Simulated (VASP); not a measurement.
# Mg3Sb2 (P-3m1) in VASP: a series of runs

Runs on Mg3Sb2. Level: PBE+D4. Tasks: single point.

All numbers are computed with VASP 6.6.1; they aren't measurements. Logs are shortened: lines on timing, memory, paths and dates and some standing lists are left out, and cuts for length are marked.

## 1. The cell of the first run

Symmetry: P-3m1, No. 164, trigonal system. The conventional cell has a = 4.480 Å, b = 4.480 Å, c = 7.055 Å, α = 90.00°, β = 90.00°, γ = 120.00°. Within 3.7 Å of Sb (site symmetry 3m) lie 7 Mg at 2.79 to 3.02 Å. Within 4.0 Å of Mg (site symmetry -3m) lie 6 Sb at 3.02 Å and 6 Mg at 3.67 Å. Within 3.7 Å of Mg (site symmetry 3m) lie 4 Sb at 2.79 to 2.89 Å and 6 Mg at 3.18 to 3.67 Å.

## 2. Single point, PBE+D4 (24.53 Å³/atom)

Input file INCAR:

```
  ALGO = Normal
  EDIFF = 1E-6
  ENCUT = 600
  GGA = PE
  GGA_COMPAT = False
  ISIF = 2
  ISMEAR = 0
  IVDW = 13
  LASPH = True
  LCHARG = False
  LREAL = False
  LWAVE = False
  NBANDS = 16
  NELM = 120
  PREC = Accurate
  SIGMA = 0.05
```

Input file KPOINTS:

```
k-points
0
Gamma
  6 6 4
```

Input file POSCAR:

```
Mg3Sb2
1.0
    4.4800609008      0.0000000000      0.0000000000
   -2.2400304504      3.8798465506      0.0000000000
    0.0000000000      0.0000000000      7.0553760817
Sb Mg
2 3
Direct
    0.3333333333      0.6666666667      0.2218374115
    0.6666666667      0.3333333333      0.7781625885
    0.0000000000      0.0000000000      0.0000000000
    0.3333333333      0.6666666667      0.6315606555
    0.6666666667      0.3333333333      0.3684393445
```

Potentials or basis: VASP PAW PBE potentials, release 64 (Sb, Mg).

Command:

```
$ cat potpaw_PBE.64/Sb/POTCAR potpaw_PBE.64/Mg/POTCAR > POTCAR
$ mpirun -np 1 vasp_std > vasp.out
```

OUTCAR:

```text
EDIFF = 1E-6
   ENCUT = 600
   GGA = PE
   ISIF = 2
   ISMEAR = 0
   IVDW = 13
   LASPH = True
   LREAL = False
   NELM = 120
   PREC = Accurate

 ion  position               nearest neighbor table
   1  0.333  0.667  0.222-   5 2.79   5 2.79   5 2.79   4 2.89   3 3.02   3 3.02   3 3.02
   2  0.667  0.333  0.778-   4 2.79   4 2.79   4 2.79   5 2.89   3 3.02   3 3.02   3 3.02
   3  0.000  0.000  0.000-   1 3.02   2 3.02   2 3.02   1 3.02   2 3.02   1 3.02
   4  0.333  0.667  0.632-   2 2.79   2 2.79   2 2.79   1 2.89   5 3.18   5 3.18   5 3.18
   5  0.667  0.333  0.368-   1 2.79   1 2.79   1 2.79   2 2.89   4 3.18   4 3.18   4 3.18

  LATTYP: Found a hexagonal cell.
 ALAT       =     4.4800609008
 C/A-ratio  =     1.5748393243

  Lattice vectors:

 A1 = (   4.4800609008,   0.0000000000,   0.0000000000)
 A2 = (  -2.2400304504,   3.8798465506,   0.0000000000)
 A3 = (   0.0000000000,   0.0000000000,   7.0553760817)

Analysis of symmetry for initial positions (statically):
=====================================================================
 Subroutine PRICEL returns:
 Original cell was already a primitive cell.

 Routine SETGRP: Setting up the symmetry group for a
 hexagonal supercell.

 Subroutine GETGRP returns: Found 12 space group operations
 (whereof 12 operations were pure point group operations)
 out of a pool of 24 trial point group operations.

The static configuration has the point symmetry D_3d.

Analysis of symmetry for dynamics (positions and initial velocities):
=====================================================================
 Subroutine PRICEL returns:
 Original cell was already a primitive cell.

 Routine SETGRP: Setting up the symmetry group for a
 hexagonal supercell.

 Subroutine GETGRP returns: Found 12 space group operations
 (whereof 12 operations were pure point group operations)
 out of a pool of 24 trial point group operations.

The dynamic configuration has the point symmetry D_3d.

 Subroutine INISYM returns: Found 12 space group operations
 (whereof 12 operations are pure point group operations),
 and found     1 'primitive' translations

----------------------------------------------------------------------------------------

                                     Primitive cell

  volume of cell :     122.6362

  direct lattice vectors                    reciprocal lattice vectors
     4.480060901  0.000000000  0.000000000     0.223211251  0.128871076  0.000000000
    -2.240030450  3.879846551  0.000000000     0.000000000  0.257742152  0.000000000
     0.000000000  0.000000000  7.055376082     0.000000000  0.000000000  0.141735889

  length of vectors
     4.480060901  4.480060901  7.055376082     0.257742152  0.257742152  0.141735889

  position of ions in fractional coordinates (direct lattice)
     0.333333333  0.666666667  0.221837411
     0.666666667  0.333333333  0.778162589
     0.000000000  0.000000000  0.000000000
     0.333333333  0.666666667  0.631560656
     0.666666667  0.333333333  0.368439344

  ion indices of the primitive-cell ions
   primitive index   ion index
                 1           1
                 2           2
                 3           3
                 4           4
                 5           5

----------------------------------------------------------------------------------------

 KPOINTS: k-points

Automatic generation of k-mesh.
 Grid dimensions read from file:
 generate k-points for:    6    6    4

 Generating k-lattice:

  Cartesian coordinates                     Fractional coordinates (reciprocal lattice)
     0.037201875  0.021478513  0.000000000     0.166666667 -0.000000000  0.000000000
     0.000000000  0.042957025  0.000000000     0.000000000  0.166666667  0.000000000
     0.000000000  0.000000000  0.035433972     0.000000000  0.000000000  0.250000000

  Length of vectors
     0.042957025  0.042957025  0.035433972

  Shift w.r.t. Gamma in fractional coordinates (k-lattice)
     0.000000000  0.000000000  0.000000000

 Subroutine IBZKPT returns following result:
 ===========================================

 Found     24 irreducible k-points:

 Following reciprocal coordinates:
            Coordinates               Weight
  0.000000  0.000000  0.000000      1.000000
  0.166667  0.000000  0.000000      6.000000
  0.333333  0.000000  0.000000      6.000000
  0.500000  0.000000  0.000000      3.000000
  0.166667  0.166667  0.000000      6.000000
  0.333333  0.166667  0.000000     12.000000
[... 16 lines left out ...]
  0.333333  0.166667  0.500000     12.000000
  0.333333  0.333333  0.500000      2.000000
   k-points           NKPTS =     24   k-points in BZ     NKDIM =     24   number of bands    NBANDS=     16
   number of dos      NEDOS =    301   number of ions     NIONS =      5
   total plane-waves  NPLWV =  72576
   dimension x,y,z NGX =    36 NGY =   36 NGZ =   56
   dimension x,y,z NGXF=    72 NGYF=   72 NGZF=  112
   ions per type =               2   3
   NGX,Y,Z   is equivalent  to a cutoff of  13.36, 13.36, 13.20 a.u.
   NGXF,Y,Z  is equivalent  to a cutoff of  26.72, 26.72, 26.39 a.u.
 SYSTEM =  unknown system
   PREC   = accura    normal or accurate (medium, high low for compatibility)
   ISTART =      0    job   : 0-new  1-cont  2-samecut
   ICHARG =      2    charge: 1-file 2-atom 10-const
   ISPIN  =      1    spin polarized calculation?
   LNONCOLLINEAR =      F non collinear calculations
   LSORBIT =      F    spin-orbit coupling
   LASPH  =      T    aspherical Exc in radial PAW
   ENCUT  =  600.0 eV  44.10 Ry    6.64 a.u.   8.95  8.95 14.09*2*pi/ulx,y,z
   NELM   =    120;   NELMIN=  2; NELMDL= -5     # of ELM steps
   EDIFF  = 0.1E-05   stopping-criterion for ELM
   LREAL  =      F    real-space projection
   EDIFFG = 0.1E-04   stopping-criterion for IOM
   NSW    =      0    number of steps for IOM
   IBRION =     -1    ionic relax: 0-MD 1-quasi-New 2-CG
   NFREE  =      0    steps in history (QN), initial steepest desc. (CG)
   ISIF   =      2    stress and relaxation
   ISYM   =      2    0-nonsym 1-usesym 2-fastsym
   POTIM  = 0.5000    time-step for ionic-motion
   TEBEG  =    0.0;   TEEND  =   0.0 temperature during run
   PSTRESS=    0.0 pullay stress
   NELECT =      16.0000    total number of electrons
   NUPDOWN=      -1.0000    fix difference up-down
   EMIN   =  10.00;   EMAX   =-10.00  energy-range for DOS
   EFERMI =   0.00;   METHOD = LEGACY
   ISMEAR =     0;   SIGMA  =   0.05  broadening in eV -4-tet -1-fermi 0-gaus
   EFERMI_NEDOS =   21; number of points for ismear=-14 and -15
   IALGO  =     38    algorithm
   IMIX   =      4    mixing-type and parameters
     AMIX     =   0.40;   BMIX     =  1.00
     AMIX_MAG =   1.60;   BMIX_MAG =  1.00
  volume/ion in A,a.u.               =      24.53       165.52
  Fermi-wavevector in a.u.,A,eV,Ry     =   0.830313  1.569064  9.380129  0.689420
  Thomas-Fermi vector in A             =   1.943009
   LORBIT       =      0    0 simple, 1 ext, 2 COOP (PROOUT), +10 PAW based schemes
   GGA     = PE    functional components
   LHFCALC =     F    Hartree Fock is set to
   AEXX    =    0.0000 exact exchange contribution
   IVDW    =    13    specifies the selected vdW correction
   LEPSILON=     F    determine dielectric tensor
   LRPA    =     F    only Hartree local field effects (RPA)
 non-spin polarized calculation
 Gauss-broadening in eV      SIGMA  =   0.05
  energy-cutoff  :      600.00
  volume of cell :      122.64
 maximum number of plane-waves:      4128
   NGX = 17   NGY = 17   NGZ = 29

 number of electron      16.0000001 magnetization

 Free energy of the ion-electron system (eV)
  ---------------------------------------------------
  ext. energy  EPLUGINS =         0.00000000
  ---------------------------------------------------
  free energy    TOTEN  =       -14.51015058 eV

  energy without entropy =      -14.51002509  energy(sigma->0) =      -14.51008784

 E-fermi :   5.1671     XC(G=0):  -9.0395

 val. band max:        5.1121870997   @ k =   0.0000   0.0000   0.0000
 cond. band min:       5.2335979164   @ k =   0.3333   0.3333   0.0000
 fundamental gap:      0.1214108168
 Fermi energy:         5.1671273970

 k-point     1 :       0.0000    0.0000    0.0000
  band No.  band energies     occupation
      1      -5.6222      2.00000
      2      -4.1800      2.00000
      3      -0.1890      2.00000
      4       3.8544      2.00000
      5       3.8544      2.00000
      6       4.6279      2.00000
[... 8 lines left out ...]
     15       9.1802      0.00000
     16      10.0354      0.00000

 k-point     2 :       0.1667    0.0000    0.0000
  band No.  band energies     occupation
      1      -5.4150      2.00000
      2      -4.0615      2.00000
      3       0.0613      2.00000
      4       2.3886      2.00000
      5       3.3324      2.00000
      6       3.3650      2.00000
[... 8 lines left out ...]
     15       9.1016      0.00000
     16       9.7342      0.00000

 k-point     3 :       0.3333    0.0000    0.0000
  band No.  band energies     occupation
      1      -4.8635      2.00000
      2      -3.8580      2.00000
      3       0.6304      2.00000
      4       0.8794      2.00000
      5       1.7851      2.00000
      6       2.7765      2.00000
[... 8 lines left out ...]
     15      10.6497      0.00000
     16      10.6627      0.00000

 k-point     4 :       0.5000    0.0000    0.0000
  band No.  band energies     occupation
      1      -4.3873      2.00000
      2      -3.8953      2.00000
      3       0.0985      2.00000
      4       1.0776      2.00000
      5       1.5623      2.00000
      6       2.5559      2.00000
[... 8 lines left out ...]
     15      11.2090      0.00000
     16      11.5862      0.00000
[... 324 lines left out ...]
 k-point    22 :       0.1667    0.1667    0.5000
  band No.  band energies     occupation
      1      -4.6671      2.00000
      2      -4.4244      2.00000
      3       1.0759      2.00000
      4       1.1163      2.00000
      5       2.6538      2.00000
      6       2.8962      2.00000
[... 8 lines left out ...]
     15       9.4428      0.00000
     16      10.3531      0.00000

 k-point    23 :       0.3333    0.1667    0.5000
  band No.  band energies     occupation
      1      -4.1989      2.00000
      2      -4.0795      2.00000
      3       0.1613      2.00000
      4       0.4262      2.00000
      5       1.8438      2.00000
      6       2.2983      2.00000
[... 8 lines left out ...]
     15      10.6631      0.00000
     16      10.9324      0.00000

 k-point    24 :       0.3333    0.3333    0.5000
  band No.  band energies     occupation
      1      -3.9845      2.00000
      2      -3.9845      2.00000
      3       0.4621      2.00000
      4       0.4621      2.00000
      5       0.7543      2.00000
      6       1.4964      2.00000
[... 8 lines left out ...]
     15      10.2397      0.00000
     16      10.5114      0.00000

------------------------ aborting loop because EDIFF is reached ----------------------------------------

  DFT-D4 for vdW energy calculation

  Edisp (eV):   -1.51883

  FORCE on cell =-STRESS in cart. coord.  units (eV):
  Direction    XX          YY          ZZ          XY          YZ          ZX
  --------------------------------------------------------------------------------------
  -------------------------------------------------------------------------------------
  Total       1.62782     1.62782     1.61805    -0.00000    -0.00000     0.00000
  in kB      21.26665    21.26665    21.13891    -0.00000    -0.00000     0.00000
  external pressure =       21.22 kB  Pullay stress =        0.00 kB

 VOLUME and BASIS-vectors are now :
 -----------------------------------------------------------------------------
  energy-cutoff  :      600.00
  volume of cell :      122.64
      direct lattice vectors                 reciprocal lattice vectors
     4.480060901  0.000000000  0.000000000     0.223211251  0.128871076  0.000000000
    -2.240030450  3.879846551  0.000000000     0.000000000  0.257742152  0.000000000
     0.000000000  0.000000000  7.055376082     0.000000000  0.000000000  0.141735889

 POSITION                                       TOTAL-FORCE (eV/Angst)
 -----------------------------------------------------------------------------------
     -0.00000      2.58656      1.56515         0.000000      0.000000     -0.018637
      2.24003      1.29328      5.49023        -0.000000     -0.000000      0.018637
      0.00000      0.00000      0.00000         0.000000      0.000000      0.000000
     -0.00000      2.58656      4.45590         0.000000      0.000000     -0.008520
      2.24003      1.29328      2.59948        -0.000000     -0.000000      0.008520
 -----------------------------------------------------------------------------------
    total drift:                                0.000000      0.000000     -0.000000

  FREE ENERGIE OF THE ION-ELECTRON SYSTEM (eV)
  ---------------------------------------------------
  free  energy   TOTEN  =       -16.0289804645 eV

  energy  without entropy=      -16.0288549796  energy(sigma->0) =      -16.02891772
```

Wall time 26 s (1 thread of AMD EPYC 9R45 (Zen 5), shared host); peak memory 0.23 GiB.

Results:

| Quantity | Value |
| --- | --- |
| Free energy | -16.0290 eV |
| Pressure | 2.1 GPa |
| Largest force | 0.019 eV/Å |
| Band gap on the k mesh | 0.12 eV (least direct gap 1.24 eV) |
| Dispersion energy per atom | -0.304 eV |

Forces on the atoms (eV/Å):
```
Sb   0.000  0.000 -0.019
Sb   0.000  0.000  0.019
Mg   0.000  0.000  0.000
Mg   0.000  0.000 -0.009
Mg   0.000  0.000  0.009
```

Levels at points of the mesh, in eV from the valence-band top:
```csv
k point,band 6,band 7,band 8,band 9,band 10,band 11
"(0.00, 0.00, 0.00)",-0.48,-0.48,0.00,1.24,1.39,3.00
"(0.50, 0.00, 0.00)",-2.56,-2.42,-1.00,0.26,2.00,2.11
"(0.00, 0.00, 0.50)",-0.89,-0.87,-0.87,1.76,2.01,2.62
"(0.50, 0.00, 0.50)",-1.80,-1.78,-1.70,0.50,1.21,1.72
```

Caveat: semilocal functionals underestimate gaps, and a narrow one can read as zero; spin-orbit coupling is left out, which moves the levels of the heavy elements. A k mesh can miss the band edges.

## 3. Single point, PBE+D4 (25.04 Å³/atom)

This run uses another cell than the first one, of 25.04 Å³/atom.

Input file INCAR:

```
SYSTEM = Mg3Sb2
  PREC = Accurate
  ENCUT = 600
  EDIFF = 1E-6
  ISMEAR = 0
  SIGMA = 0.05
  LREAL = .False.
  LASPH = .True.
  NELM = 120
  ALGO = Normal
  ISIF = 2
  LWAVE = .False.
  LCHARG = .False.
  GGA = PE
  IVDW = 13
  NBANDS = 16
  GGA_COMPAT = .False.
```

Input file KPOINTS:

```
regular mesh
0
Gamma
  6 6 4
  0 0 0
```

Input file POSCAR:

```
Mg3Sb2
1.0
    4.5095138284      0.0000000000      0.0000000000
   -2.2547569142      3.9053535341      0.0000000000
    0.0000000000      0.0000000000      7.1085889235
Sb Mg
2 3
Direct
    0.3333333333      0.6666666667      0.2228420654
    0.6666666667      0.3333333333      0.7771579346
    0.0000000000      0.0000000000      0.0000000000
    0.3333333333      0.6666666667      0.6318552581
    0.6666666667      0.3333333333      0.3681447419
```

Potentials or basis: VASP PAW PBE potentials, release 64 (Sb, Mg).

Command:

```
$ cat potpaw_PBE.64/Sb/POTCAR potpaw_PBE.64/Mg/POTCAR > POTCAR
$ mpirun -np 1 vasp_std > vasp.out
```

It took 30 s on 1 thread of AMD EPYC 9R45 (Zen 5), shared host; peak memory 0.25 GiB.

The run converged. Its results:

* Free energy: -16.0536 eV
* Pressure: 1.0 GPa
* Largest force: 0.019 eV/Å
* Band gap on the k mesh: 0.16 eV (least direct gap 1.23 eV)
* Dispersion energy per atom: -0.298 eV

Forces on the atoms (eV/Å):
```
Sb   0.000  0.000 -0.019
Sb   0.000  0.000  0.019
Mg   0.000  0.000  0.000
Mg   0.000  0.000 -0.009
Mg   0.000  0.000  0.009
```

Levels at points of the mesh, in eV from the valence-band top:
```
           k point  band 5  band 6  band 7  band 8  band 9  band 10  band 11  band 12
(0.00, 0.00, 0.00)   -1.21   -0.46   -0.46    0.00    1.23     1.29     3.00     3.00
(0.50, 0.00, 0.00)   -3.46   -2.48   -2.36   -0.97    0.29     1.98     2.12     2.73
(0.00, 0.00, 0.50)   -0.85   -0.85   -0.85   -0.85    1.75     1.96     2.63     2.63
(0.50, 0.00, 0.50)   -2.04   -1.77   -1.74   -1.65    0.48     1.23     1.71     2.06
```

Caveat: semilocal functionals underestimate gaps, and a narrow one can read as zero; spin-orbit coupling is left out, which moves the levels of the heavy elements. A k mesh can miss the band edges.

## 4. Single point, PBE+D4 (25.55 Å³/atom)

This run uses another cell than the first one, of 25.55 Å³/atom.

Input file INCAR:

```
SYSTEM = Mg3Sb2
PREC = Accurate
ENCUT = 600
EDIFF = 1E-6
ISMEAR = 0
SIGMA = 0.05
LREAL = .FALSE.
LASPH = .TRUE.
NELM = 120
ALGO = Normal
ISIF = 2
LWAVE = .FALSE.
LCHARG = .TRUE.
GGA = PE
IVDW = 13
LELF = .TRUE.
LVHAR = .TRUE.
NBANDS = 16
GGA_COMPAT = .FALSE.
```

Input file KPOINTS:

```
regular mesh
0
G
  6 6 4
  0 0 0
```

Input file POSCAR:

```
Mg3Sb2
1.0
    4.5387000241      0.0000000000      0.0000000000
   -2.2693500121      3.9306295210      0.0000000000
    0.0000000000      0.0000000000      7.1606724956
Sb Mg
2 3
Direct
    0.3333333333      0.6666666667      0.2238061657
    0.6666666667      0.3333333333      0.7761938343
    0.0000000000      0.0000000000      0.0000000000
    0.3333333333      0.6666666667      0.6321504477
    0.6666666667      0.3333333333      0.3678495523
```

Command:

```
$ cat potpaw_PBE.64/Sb/POTCAR potpaw_PBE.64/Mg/POTCAR > POTCAR
$ mpirun -np 1 vasp_std > vasp.out
```

It took 32 s on 1 thread of AMD EPYC 9R45 (Zen 5), shared host; peak memory 0.25 GiB.

Results (log left out):

| Item | Value |
| --- | --- |
| Free energy | -16.0617 eV |
| Pressure | 0.0 GPa |
| Largest force | 0.016 eV/Å |
| Band gap on the k mesh | 0.19 eV (least direct gap 1.19 eV) |
| Dispersion energy per atom | -0.291 eV |

Forces in eV/Å, atoms in the order of the input:
```
Sb   0.000  0.000 -0.016
Sb   0.000  0.000  0.016
Mg   0.000  0.000  0.000
Mg   0.000  0.000 -0.009
Mg   0.000  0.000  0.009
```

Levels at points of the mesh, in eV from the valence-band top:
| k point | band 4 | band 5 | band 6 | band 7 | band 8 | band 9 | band 10 | band 11 | band 12 | band 13 |
| --- | --- | --- | --- | --- | --- | --- | --- | --- | --- | --- |
| (0.00, 0.00, 0.00) | -1.17 | -1.17 | -0.44 | -0.44 | 0.00 | 1.19 | 1.20 | 3.01 | 3.01 | 3.81 |
| (0.50, 0.00, 0.00) | -3.88 | -3.38 | -2.42 | -2.30 | -0.94 | 0.31 | 1.96 | 2.13 | 2.74 | 5.03 |
| (0.00, 0.00, 0.50) | -3.11 | -0.83 | -0.83 | -0.81 | -0.81 | 1.74 | 1.90 | 2.65 | 2.65 | 3.50 |
| (0.50, 0.00, 0.50) | -4.73 | -1.98 | -1.74 | -1.70 | -1.60 | 0.46 | 1.26 | 1.71 | 2.10 | 4.54 |

Caveat: semilocal functionals underestimate gaps, and a narrow one can read as zero; spin-orbit coupling is left out, which moves the levels of the heavy elements.

## 5. Overview

| cell | gap on the mesh (eV) | pressure (GPa) | largest force (eV/Å) |
| --- | --- | --- | --- |
| a = 4.480, b = 4.480, c = 7.055 Å, angles 90.0, 90.0, 120.0°, 5 atoms, atomic positions A | 0.12 | 2.1 | 0.02 |
| a = 4.510, b = 4.510, c = 7.109 Å, angles 90.0, 90.0, 120.0°, 5 atoms, atomic positions B | 0.16 | 1.0 | 0.02 |
| a = 4.539, b = 4.539, c = 7.161 Å, angles 90.0, 90.0, 120.0°, 5 atoms, atomic positions C | 0.19 | 0.0 | 0.02 |

Alike in all rows: task single point; level PBE+D4; potentials or basis VASP PAW PBE potentials, release 64 (Sb, Mg); no spin polarisation; k mesh 6 × 6 × 4; cutoff (eV) 600; smearing gaussian 0.05 eV.

Caveats: semilocal functionals underestimate gaps, and a narrow one can read as zero; spin-orbit coupling is left out, which moves the levels of the heavy elements.

Absolute energies hang on the potentials; compare differences alone.
